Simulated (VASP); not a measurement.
A run of VASP 6.6.1 is set up as follows.

The input INCAR:

```
SYSTEM = BAs
ALGO = Normal
EDIFF = 1E-6
ENCUT = 500
GGA = PE
GGA_COMPAT = .FALSE.
ISIF = 2
ISMEAR = -1
LASPH = .TRUE.
LCHARG = .FALSE.
LREAL = .FALSE.
LWAVE = .FALSE.
NBANDS = 11
NELM = 120
PREC = Accurate
SIGMA = 0.01
```

Contents of KPOINTS:

```
k-points
0
G
  10 10 10
  0 0 0
```

The input POSCAR:

```
BAs
1.0
    0.0000000000      2.4046708983      2.4046708983
    2.4046708983      0.0000000000      2.4046708983
    2.4046708983      2.4046708983      0.0000000000
B As
1 1
Direct
    0.7500000000      0.7500000000      0.7500000000
    0.0000000000      0.0000000000      0.0000000000
```

Potentials or basis: VASP PAW PBE potentials, release 64 (B, As).

Command:

```console
$ cat potpaw_PBE.64/B/POTCAR potpaw_PBE.64/As/POTCAR > POTCAR
$ mpirun -np 1 vasp_std > vasp.out
```

(1) Estimate the band gap on the k mesh.

(2) Estimate the pressure.

Answers

(1) 1.20 eV, indirect (least direct gap 3.25 eV).

(2) 0.6 GPa.
